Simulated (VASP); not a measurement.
Input of a VASP 6.6.1 run:

INCAR

```
  PREC = Accurate
  ENCUT = 400
  EDIFF = 1E-6
  ISMEAR = -1
  SIGMA = 0.01
  LREAL = False
  LASPH = True
  NELM = 200
  ALGO = Normal
  ISIF = 2
  LWAVE = False
  LCHARG = False
  ISPIN = 2
  MAGMOM = 0.01
  LORBIT = 11
  LMAXMIX = 4
  GGA = B5
  ALDAX = 1.0
  AGGAX = 1.0
  AGGAC = 1.0
  ALDAC = 0.0
  ISYM = 0
  NBANDS = 15
  GGA_COMPAT = False
```

KPOINTS

```
Automatic mesh
0
Gamma
  1 1 1
```

Contents of POSCAR:

```
Pd
1.0
   14.0000000000      0.0000000000      0.0000000000
    0.0000000000     14.4000000000      0.0000000000
    0.0000000000      0.0000000000     14.8000000000
Pd
1
Direct
    0.5000000000      0.5000000000      0.5000000000
```

Potentials or basis: VASP PAW PBE potentials, release 64 (Pd).

Run with:

```sh
$ cat potpaw_PBE.64/Pd/POTCAR > POTCAR
$ mpirun -np 1 vasp_gam > vasp.out
```

(1) Predict the band gap on the k mesh.

(2) Predict the pressure.

(3) What does it give for the net moment?

Answers

(1) 0.57 eV.

(2) 0.0 GPa.

(3) 0.00 μB per cell.

Caveat: the PAW data sets were made with another functional, which shifts forces and pressure a little.
